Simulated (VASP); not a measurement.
Runs of VASP 6.6.1 on SnO. The structure is that of space group P4/nmm (No. 129), or close to it. The cells are those of the table. 

| cell | gap on the mesh (eV) | pressure (GPa) | largest force (eV/Å) |
| --- | --- | --- | --- |
| a = 3.868, b = 3.868, c = 5.065 Å, 4 atoms | 0.50 | 0.2 | 0.08 |
| a = 3.875, b = 3.875, c = 5.199 Å, 4 atoms | 0.70 | (b) | 0.08 |
| a = 3.880, b = 3.880, c = 5.337 Å, 4 atoms | (a) | -0.6 | 0.08 |
| a = 3.842, b = 3.842, c = 4.826 Å, 4 atoms | 0.11 | 1.9 | 0.08 |
| a = 3.855, b = 3.855, c = 4.948 Å, 4 atoms | 0.30 | 1.0 | 0.08 |

Alike in all rows: task single point; level PBE; potentials or basis VASP PAW PBE potentials, release 64 (Sn_d, O); no spin polarisation; k mesh 10 × 10 × 8; cutoff (eV) 520; smearing gaussian 0.02 eV.

Question: Fill in the values left out.

Answer: (a) 0.90; (b) -0.3.

Caveats: spin-orbit coupling is left out, which moves the levels of the heavy elements.

A k mesh can miss the band edges, and the runs leave out spin-orbit coupling on Sn.
